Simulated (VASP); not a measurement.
## Ni: single point with PBE

Crystal: Ni.

```
Ni
1.0
     0.00000    1.73757    1.77232
     1.73757    0.00000    1.77232
     1.73757    1.73757    0.00000
Ni
1
Direct
  0.00000 0.00000 0.00000
```

```
Program             : VASP 6.6.1
Task                : single point
Functional          : PBE
Potentials or basis : VASP PAW PBE potentials, release 64 (Ni)
Cutoff              : 520 eV
k mesh              : 11 × 11 × 11
Occupations         : fermi-dirac, width 0.05 eV
Spin                : collinear spin, ferromagnetic start
Starting moments    : [1.0] μB
```

```json
{
  "Pressure": "3.2 GPa",
  "Net moment": "0.57 μB per cell",
  "Site moments": "Ni +0.59 μB",
  "Valence electrons inside the program's atomic spheres": "Ni 9.34"
}
```

Stress tensor (GPa, compression positive):
```
4.14 0.00 0.00
0.00 4.14 0.00
0.00 0.00 1.38
```

Levels at points of the mesh, in eV from the Fermi level:
Spin up:
| k point | band 1 | band 2 | band 3 | band 4 | band 5 | band 6 | band 7 | band 8 | band 9 | band 10 |
| --- | --- | --- | --- | --- | --- | --- | --- | --- | --- | --- |
| (0.00, 0.00, 0.00) | -9.11 | -2.52 | -2.39 | -2.39 | -1.31 | -1.17 | 23.88 | 27.72 | 27.95 | 27.95 |
Spin down:
```
           k point  band 1  band 2  band 3  band 4  band 5  band 6  band 7  band 8  band 9  band 10
(0.00, 0.00, 0.00)   -9.15   -1.82   -1.70   -1.70   -0.76   -0.63   23.72   27.68   27.93    27.93
```

Wall time 26 s on 1 thread of Intel Xeon 6975P-C, on a shared host, peak memory 0.15 GiB.
